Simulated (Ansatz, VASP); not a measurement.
# Be2ZnSe3 in VASP and in Ansatz

```xyz
12
Lattice="3.7791 0.0000 0.0000 -1.8896 3.2728 0.0000 0.0000 0.0000 18.7916" Properties=species:S:1:pos:R:3 pbc="T T T"
Be    0.0000    2.1819   18.7158
Be    0.0000    2.1819    6.3499
Be    1.8896    1.0909    9.3200
Be    1.8896    1.0909   15.7457
Zn    0.0000    2.1819   12.5686
Zn    1.8896    1.0909    3.1728
Se    0.0000    2.1819    2.1592
Se    0.0000    2.1819    8.6008
Se    0.0000    2.1819   15.0273
Se    1.8896    1.0909    5.6315
Se    1.8896    1.0909   11.5550
Se    1.8896    1.0909   17.9966
```

Alike in both runs: functional PBE; k mesh 12 × 12 × 2; occupations gaussian, width 0.02 eV; no spin polarisation.

Ansatz relaxed the structure, and its values are those at the end. VASP's run is a single point on that final structure, the one shown.

|  | VASP | Ansatz |
| --- | --- | --- |
| version | VASP 6.6.1 | Ansatz 0.2.0 |
| potentials or method | VASP PAW PBE potentials, release 64 (Be, Zn, Se), cutoff 520 eV | scalar-relativistic, plane waves, PAW |
| valence electrons in the cell | 68 | 128 |

```csv
,VASP,Ansatz,Ansatz less VASP
gap on the k mesh at the Fermi level (eV),2.39,2.40,+0.008
least direct gap on the mesh (eV),2.49,2.49,-0.001
pressure (GPa),0.2,0.0,-0.19
rms of the force components (eV/Å),0.005,0.001,-0.0037
```

VASP's potentials hold 68 valence electrons a cell and Ansatz's 128, so a difference there can come from the potentials and not from the codes.
